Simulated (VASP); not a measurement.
# Mg (P-1) in VASP: a series of runs

Mg is run at these levels: PBEsol; tasks: electric field gradients.

Program: VASP 6.6.1. These are calculated values, not measurements. Logs are shortened: lines on timing, memory, paths and dates and some standing lists are left out, and cuts for length are marked.

**1. The cell of the first run**

The typed cell holds 2 atoms: a = 3.210 Å, b = 3.237 Å, c = 5.211 Å, α = 90.41°, β = 91.14°, γ = 120.85°.

**2. Electric field gradients, PBEsol (equal xy, yz and zx shear strains of -2 %)**

File INCAR:

```
PREC = Accurate
ENCUT = 520
EDIFF = 1E-8
ISMEAR = -1
SIGMA = 0.08
LREAL = False
LASPH = True
NELM = 80
ALGO = Normal
ISIF = 2
LWAVE = False
LCHARG = False
GGA = PS
LEFG = True
NBANDS = 9
```

File KPOINTS:

```
regular mesh
0
Gamma
  12 12 7
```

File POSCAR:

```
Mg
1.0
    3.2092715325     -0.0320927153     -0.0320927153
   -1.6324288730      2.7953570325     -0.0117467491
   -0.0521033000     -0.0521033000      5.2103300000
Mg
2
Direct
    0.3333333333      0.6666666667      0.2500000000
    0.6666666667      0.3333333333      0.7500000000
```

Potentials or basis: VASP PAW PBE potentials, release 64 (Mg).

Run with:

```console
$ cat potpaw_PBE.64/Mg/POTCAR > POTCAR
$ mpirun -np 1 vasp_std > vasp.out
```

OUTCAR:

```text
PREC = Accurate
   ENCUT = 520
   EDIFF = 1E-8
   ISMEAR = -1
   LREAL = False
   LASPH = True
   NELM = 80
   ISIF = 2
   GGA = PS

 ion  position               nearest neighbor table
   1  0.333  0.667  0.250-   2 3.15   2 3.17   2 3.20   2 3.22   2 3.23   2 3.23
   2  0.667  0.333  0.750-   1 3.15   1 3.17   1 3.20   1 3.22   1 3.23   1 3.23

  LATTYP: Found a triclinic cell.
 ALAT       =     3.1818209186
 B/A-ratio  =     1.0087281861
 C/A-ratio  =     1.6376946221
 COS(alpha) =     0.0198960208
 COS(beta)  =     0.0274156886
 COS(gamma) =     0.4869832429

  Lattice vectors:

 A1 = (   1.5768426595,   2.7632643172,  -0.0438394644)
 A2 = (   3.2092715325,  -0.0320927153,  -0.0320927153)
 A3 = (   0.0521033000,   0.0521033000,  -5.2103300000)

Analysis of symmetry for initial positions (statically):
=====================================================================
 Subroutine PRICEL returns:
 Original cell was already a primitive cell.

 Routine SETGRP: Setting up the symmetry group for a
 triclinic supercell.

 Subroutine GETGRP returns: Found  2 space group operations
 (whereof  2 operations were pure point group operations)
 out of a pool of  2 trial point group operations.

The static configuration has the point symmetry S_2 .

Analysis of symmetry for dynamics (positions and initial velocities):
=====================================================================
 Subroutine PRICEL returns:
 Original cell was already a primitive cell.

 Routine SETGRP: Setting up the symmetry group for a
 triclinic supercell.

 Subroutine GETGRP returns: Found  2 space group operations
 (whereof  2 operations were pure point group operations)
 out of a pool of  2 trial point group operations.

The dynamic configuration has the point symmetry S_2 .

 Subroutine INISYM returns: Found  2 space group operations
 (whereof  2 operations are pure point group operations),
 and found     1 'primitive' translations

----------------------------------------------------------------------------------------

                                     Primitive cell

  volume of cell :      46.4598

  direct lattice vectors                    reciprocal lattice vectors
     3.209271532 -0.032092715 -0.032092715     0.313477701  0.183085156  0.004965629
    -1.632428873  2.795357033 -0.011746749     0.003635092  0.359874148  0.003635092
    -0.052103300 -0.052103300  5.210330000     0.001939042  0.001939042  0.191965204

  length of vectors
     3.209592444  3.237125724  5.210851007     0.363060740  0.359910864  0.191984789

  position of ions in fractional coordinates (direct lattice)
     0.333333333  0.666666667  0.250000000
     0.666666667  0.333333333  0.750000000

  ion indices of the primitive-cell ions
   primitive index   ion index
                 1           1
                 2           2

----------------------------------------------------------------------------------------

 KPOINTS: regular mesh

Automatic generation of k-mesh.
 Grid dimensions read from file:
 generate k-points for:   12   12    7

 Generating k-lattice:

  Cartesian coordinates                     Fractional coordinates (reciprocal lattice)
     0.026123142  0.015257096  0.000413802     0.083333333 -0.000000000  0.000000000
     0.000302924  0.029989512  0.000302924     0.000000000  0.083333333  0.000000000
     0.000277006  0.000277006  0.027423601     0.000000000 -0.000000000  0.142857143

  Length of vectors
     0.030255062  0.029992572  0.027426398

  Shift w.r.t. Gamma in fractional coordinates (k-lattice)
     0.000000000  0.000000000  0.000000000

 Subroutine IBZKPT returns following result:
 ===========================================

 Found    506 irreducible k-points:

 Following reciprocal coordinates:
            Coordinates               Weight
  0.000000  0.000000  0.000000      1.000000
  0.083333  0.000000  0.000000      2.000000
  0.166667  0.000000  0.000000      2.000000
  0.250000 -0.000000 -0.000000      2.000000
  0.333333  0.000000  0.000000      2.000000
  0.416667 -0.000000 -0.000000      2.000000
[... 16 lines left out ...]
  0.250000  0.166667  0.000000      2.000000
  0.333333  0.166667  0.000000      2.000000
 [... further k-points ...]
   k-points           NKPTS =    506   k-points in BZ     NKDIM =    506   number of bands    NBANDS=      9
   number of dos      NEDOS =    301   number of ions     NIONS =      2
   total plane-waves  NPLWV =  23040
   dimension x,y,z NGX =    24 NGY =   24 NGZ =   40
   dimension x,y,z NGXF=    48 NGYF=   48 NGZF=   80
   ions per type =               2
   NGX,Y,Z   is equivalent  to a cutoff of  12.43, 12.33, 12.76 a.u.
   NGXF,Y,Z  is equivalent  to a cutoff of  24.86, 24.65, 25.52 a.u.
 SYSTEM =  unknown system
   PREC   = accura    normal or accurate (medium, high low for compatibility)
   ISTART =      0    job   : 0-new  1-cont  2-samecut
   ICHARG =      2    charge: 1-file 2-atom 10-const
   ISPIN  =      1    spin polarized calculation?
   LNONCOLLINEAR =      F non collinear calculations
   LSORBIT =      F    spin-orbit coupling
   LASPH  =      T    aspherical Exc in radial PAW
   ENCUT  =  520.0 eV  38.22 Ry    6.18 a.u.   5.97  6.02  9.69*2*pi/ulx,y,z
   NELM   =     80;   NELMIN=  2; NELMDL= -5     # of ELM steps
   EDIFF  = 0.1E-07   stopping-criterion for ELM
   LREAL  =      F    real-space projection
   EDIFFG = 0.1E-06   stopping-criterion for IOM
   NSW    =      0    number of steps for IOM
   IBRION =     -1    ionic relax: 0-MD 1-quasi-New 2-CG
   NFREE  =      0    steps in history (QN), initial steepest desc. (CG)
   ISIF   =      2    stress and relaxation
   ISYM   =      2    0-nonsym 1-usesym 2-fastsym
   POTIM  = 0.5000    time-step for ionic-motion
   TEBEG  =    0.0;   TEEND  =   0.0 temperature during run
   PSTRESS=    0.0 pullay stress
   NELECT =       4.0000    total number of electrons
   NUPDOWN=      -1.0000    fix difference up-down
   EMIN   =  10.00;   EMAX   =-10.00  energy-range for DOS
   EFERMI =   0.00;   METHOD = LEGACY
   ISMEAR =    -1;   SIGMA  =   0.08  broadening in eV -4-tet -1-fermi 0-gaus
   EFERMI_NEDOS =   21; number of points for ismear=-14 and -15
   IALGO  =     38    algorithm
   IMIX   =      4    mixing-type and parameters
     AMIX     =   0.40;   BMIX     =  1.00
     AMIX_MAG =   1.60;   BMIX_MAG =  1.00
  volume/ion in A,a.u.               =      23.23       156.76
  Fermi-wavevector in a.u.,A,eV,Ry     =   0.722885  1.366054  7.109889  0.522562
  Thomas-Fermi vector in A             =   1.812961
   LORBIT       =      0    0 simple, 1 ext, 2 COOP (PROOUT), +10 PAW based schemes
   GGA     = PS    functional components
   LHFCALC =     F    Hartree Fock is set to
   AEXX    =    0.0000 exact exchange contribution
   IVDW    =     0    specifies the selected vdW correction
   LEPSILON=     F    determine dielectric tensor
   LRPA    =     F    only Hartree local field effects (RPA)
 non-spin polarized calculation
  energy-cutoff  :      520.00
  volume of cell :       46.46
 maximum number of plane-waves:      1269
   NGX = 11   NGY = 13   NGZ = 19

 number of electron       4.0000000 magnetization

 Free energy of the ion-electron system (eV)
  ---------------------------------------------------
  ext. energy  EPLUGINS =         0.00000000
  ---------------------------------------------------
  free energy    TOTEN  =        -3.44781140 eV

  energy without entropy =       -3.42981310  energy(sigma->0) =       -3.43881225

 E-fermi :   2.4926     XC(G=0):  -8.4966

 val. band max:        2.4922428643   @ k =  -0.3333  -0.2500   0.2857
 cond. band min:       2.4964748732   @ k =   0.4167   0.5000   0.2857
 fundamental gap:      0.0042320090
 Fermi energy:         2.4925694685

 k-point     1 :       0.0000    0.0000    0.0000
  band No.  band energies     occupation
      1      -4.3472      2.00000
      2       0.8661      2.00000
      3       1.2955      2.00000
      4      13.1647      0.00000
      5      13.2750      0.00000
      6      13.6089      0.00000
      7      13.6509      0.00000
      8      14.3284      0.00000
      9      15.8695      0.00000

 k-point     2 :       0.0833    0.0000    0.0000
  band No.  band energies     occupation
      1      -4.2092      2.00000
      2       0.9877      2.00000
      3       1.4343      2.00000
      4      11.3846      0.00000
      5      11.9709      0.00000
      6      12.9166      0.00000
      7      14.7044      0.00000
      8      15.1266      0.00000
      9      15.9213      0.00000

 k-point     3 :       0.1667    0.0000    0.0000
  band No.  band energies     occupation
      1      -3.7963      2.00000
      2       1.3542      2.00000
      3       1.8441      1.99940
      4       8.8458      0.00000
      5      10.9275      0.00000
      6      11.7053      0.00000
      7      13.3581      0.00000
      8      14.4710      0.00000
      9      15.4315      0.00000

 k-point     4 :       0.2500   -0.0000   -0.0000
  band No.  band energies     occupation
      1      -3.1121      2.00000
      2       1.9684      1.99715
      3       2.4994      0.95756
      4       6.4909      0.00000
      5      10.1120      0.00000
      6      10.4239      0.00000
      7      11.1373      0.00000
      8      12.7095      0.00000
      9      14.6037      0.00000
[... 205 lines left out ...]
 k-point    22 :       0.1667    0.1667   -0.0000
  band No.  band energies     occupation
      1      -2.7040      2.00000
      2       2.3377      1.74792
      3       2.8755      0.01654
      4       6.4848      0.00000
      5       6.9207      0.00000
      6      10.9892      0.00000
      7      11.4853      0.00000
      8      12.0331      0.00000
      9      12.6104      0.00000

 k-point    23 :       0.2500    0.1667    0.0000
  band No.  band energies     occupation
      1      -1.7539      2.00000
      2       3.1850      0.00035
      3       3.5646      0.00000
      4       4.8086      0.00000
      5       6.0345      0.00000
      6       9.1916      0.00000
      7      10.2141      0.00000
      8      10.7555      0.00000
      9      11.6784      0.00000

 k-point    24 :       0.3333    0.1667    0.0000
  band No.  band energies     occupation
      1      -0.5486      2.00000
      2       2.4742      1.11450
      3       4.3266      0.00000
      4       4.8053      0.00000
      5       5.8583      0.00000
      6       7.3649      0.00000
      7       8.5808      0.00000
      8      10.2776      0.00000
      9      11.2609      0.00000

 [... further k-points ...]
[... 5 lines left out ...]
  --------------------------------------------------------------------------------------
  -------------------------------------------------------------------------------------
  Total       -0.2609567     -0.2646694     -0.4578718      0.0982327      0.1031685      0.1042859
  in kB       -8.9991478     -9.1271828    -15.7898070      3.3875761      3.5577888      3.5963210
  external PRESSURE =     -11.3053792 kB  Pullay stress =       0.0000000 kB

 VOLUME and BASIS-vectors are now :
 -----------------------------------------------------------------------------
  energy-cutoff  :      520.00
  volume of cell :       46.46
      direct lattice vectors                 reciprocal lattice vectors
     3.209271532 -0.032092715 -0.032092715     0.313477701  0.183085156  0.004965629
    -1.632428873  2.795357033 -0.011746749     0.003635092  0.359874148  0.003635092
    -0.052103300 -0.052103300  5.210330000     0.001939042  0.001939042  0.191965204

 POSITION                                       TOTAL-FORCE (eV/Angst)
 -----------------------------------------------------------------------------------
     -0.03155      1.83985      1.28405         0.018593      0.000572      0.002275
      1.55629      0.87131      3.88244        -0.018593     -0.000572     -0.002275
 -----------------------------------------------------------------------------------
    total drift:                                0.000000     -0.000000     -0.000000

  FREE ENERGIE OF THE ION-ELECTRON SYSTEM (eV)
  ---------------------------------------------------
  free  energy   TOTEN  =        -3.4478113976 eV

  energy  without entropy=       -3.4298131006  energy(sigma->0) =       -3.43881225

 Electric field gradients (V/A^2)
---------------------------------------------------------------------
 ion       V_xx      V_yy      V_zz      V_xy      V_xz      V_yz
---------------------------------------------------------------------
   1      -0.398    -0.423     0.821    -0.503    -0.432    -0.425
   2      -0.398    -0.423     0.821    -0.503    -0.432    -0.425
---------------------------------------------------------------------

 Electric field gradients after diagonalization (V/A^2)
 (convention: |V_zz| > |V_xx| > |V_yy|)
----------------------------------------------------------------------
 ion       V_xx      V_yy      V_zz     asymmetry (V_yy - V_xx)/ V_zz
----------------------------------------------------------------------
   1       1.011     0.093    -1.104       0.832
   2       1.011     0.093    -1.104       0.832
----------------------------------------------------------------------

           NMR quadrupolar parameters

 Cq : quadrupolar parameter    Cq=e*Q*V_zz/h
 eta: asymmetry parameters     (V_yy - V_xx)/ V_zz
 Q  : nuclear electric quadrupole moment in mb (millibarn)
----------------------------------------------------------------------
 ion       Cq(MHz)       eta       Q (mb)
----------------------------------------------------------------------
   1      -0.003       0.832       1.000
   2      -0.003       0.832       1.000
----------------------------------------------------------------------
```

Wall time 85 s (1 thread of AMD EPYC 9R45 (Zen 5), shared host); peak memory 0.29 GiB.

Results:

```yaml
Free_energy: -3.4478 eV
Pressure: -1.1 GPa
Largest_force: 0.019 eV/Å
Band_gap_on_the_k_mesh: zero (bands 2 and 3 overlap by 2.24 eV)
Largest_electric_field_gradient_by_atom: Mg -1.1 V/Å²
```

Forces on the atoms (eV/Å):
```
Mg   0.019  0.001  0.002
Mg  -0.019 -0.001 -0.002
```

Electric field gradients, principal values (V/Å²):
```tsv
atom	least	middle	greatest (by size)
1 Mg	0.093	1.011	-1.104
2 Mg	0.093	1.011	-1.104
```

Caveat: the cell differs from its parent crystal (equal xy, yz and zx shear strains of -2 %); without QUAD_EFG the Cq values of the log hold for a quadrupole moment of 1 mb, not for the nuclei; the PAW data sets were made with another functional, which shifts forces and pressure a little.

(Continued in part 2 of 2.)
